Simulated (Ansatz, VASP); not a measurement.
Two plane-wave programs on LiNbO3

The input INCAR:

```
PREC     = Accurate       # precision mode
ENCUT    = 750            # plane-wave cutoff, eV
EDIFF    = 1E-6           # SCF threshold, eV
ISMEAR   = 0              # smearing method
SIGMA    = 0.02           # smearing width, eV
LREAL    = False          # projectors in reciprocal space
LASPH    = True           # aspherical terms in the spheres
NELM     = 120            # most SCF steps
ALGO     = Normal         # electronic algorithm
ISIF     = 2              # what is computed and relaxed
LWAVE    = False          # write WAVECAR
LCHARG   = False          # write CHGCAR
GGA      = PE             # functional
NBANDS   = 45             # bands
GGA_COMPAT= False
```

File KPOINTS:

```
Automatic mesh
0
Gamma
  6 6 6
```

Contents of POSCAR:

```
LiNbO3
1.0
    2.5758000000      1.4871388234      4.6230000000
   -2.5758000000      1.4871388234      4.6230000000
    0.0000000000     -2.9742776468      4.6230000000
Li Nb O
2 2 6
Direct
    0.2815000000      0.2815000000      0.2815000000
    0.7815000000      0.7815000000      0.7815000000
    0.0000550000      0.0000550000      0.0000550000
    0.5000550000      0.5000550000      0.5000550000
    0.1123100000      0.3583600000      0.7195900000
    0.7195900000      0.1123100000      0.3583600000
    0.3583600000      0.7195900000      0.1123100000
    0.2195900000      0.8583600000      0.6123100000
    0.8583600000      0.6123100000      0.2195900000
    0.6123100000      0.2195900000      0.8583600000
```

Input for Ansatz:

```yaml
crystal:
  lattice:
    - [2.5758, 1.4871388234, 4.623]
    - [-2.5758, 1.4871388234, 4.623]
    - [0.0, -2.9742776468, 4.623]
  atoms:
    - { symbol: Li, position: [0.2815, 0.2815, 0.2815] }
    - { symbol: Li, position: [0.7815, 0.7815, 0.7815] }
    - { symbol: Nb, position: [5.5e-05, 5.5e-05, 5.5e-05] }
    - { symbol: Nb, position: [0.500055, 0.500055, 0.500055] }
    - { symbol: O, position: [0.11231, 0.35836, 0.71959] }
    - { symbol: O, position: [0.71959, 0.11231, 0.35836] }
    - { symbol: O, position: [0.35836, 0.71959, 0.11231] }
    - { symbol: O, position: [0.21959, 0.85836, 0.61231] }
    - { symbol: O, position: [0.85836, 0.61231, 0.21959] }
    - { symbol: O, position: [0.61231, 0.21959, 0.85836] }
basis:
  ecutwfc: 420
kpoints:
  mp_grid: { grid: [6, 6, 6] }
hamiltonian:
  xc: pbe
  pseudopotentials: { kind: paw }
scf:
  occupations: { method: gaussian, width: 0.02 }
output:
  forces: true
  stress: true
  eigenvalues: true
```

Alike in both runs: task single point; functional PBE; k mesh 6 × 6 × 6; occupations gaussian, width 0.02 eV; no spin polarisation.

|  | VASP | Ansatz |
| --- | --- | --- |
| version | VASP 6.6.1 | Ansatz 0.2.0 |
| potentials or method | VASP PAW PBE potentials, release 64 (Li_sv, Nb_sv, O), cutoff 750 eV | scalar-relativistic, plane waves, PAW |
| valence electrons in the cell | 68 | 68 |

Ansatz gave:

- gap on the k mesh at the Fermi level (eV): 3.61
- least direct gap on the mesh (eV): 3.62
- pressure (GPa): 4.6
- traceless stress, the component that is largest in VASP (GPa): -0.15
- rms of the force components (eV/Å): 0.094

**Question.** Which values does VASP return?

**Answer.** gap on the k mesh at the Fermi level (eV): 3.60; least direct gap on the mesh (eV): 3.61; pressure (GPa): 4.1; traceless stress, the component that is largest in VASP (GPa): -0.13; rms of the force components (eV/Å): 0.092.

Atom by atom the forces differ by 0.008 eV/Å (rms over components).
